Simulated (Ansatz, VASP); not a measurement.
## One calculation of Al, two programs

```
CELL_PARAMETERS angstrom
2.84058 0.00000 0.00000
-1.42029 2.41130 0.00000
0.00000 0.00000 4.86685
ATOMIC_POSITIONS crystal
Al 0.66667 0.33333 0.75000
Al 0.33333 0.66667 0.25000
```

Change from the starting cell: strain +0.0100 x Voigt [1, -1, 0, 0, 0, 0], atoms carried along.

Alike in both runs: task single point; functional PBEsol; dispersion D3(BJ); k mesh 18 × 18 × 10; occupations gaussian, width 0.15 eV; no spin polarisation.

```csv
,VASP,Ansatz
version,VASP 6.6.1,Ansatz 0.2.0
potentials or method,"VASP PAW PBE potentials, release 64 (Al), cutoff 520 eV","scalar-relativistic, plane waves, PAW"
valence electrons in the cell,6,6
```

Ansatz gave:

| Quantity | Value |
| --- | --- |
| gap on the k mesh at the Fermi level (eV) | none |
| pressure (GPa) | -4.4 |
| traceless stress, the component that is largest in VASP (GPa) | -1.55 |

Task: Which values does VASP return?

Result: gap on the k mesh at the Fermi level (eV): none; pressure (GPa): -4.3; traceless stress, the component that is largest in VASP (GPa): -1.57.

VASP's potentials were made for PBE, not for PBEsol. A gap of «none» marks a metal or a gap that the smearing closes.
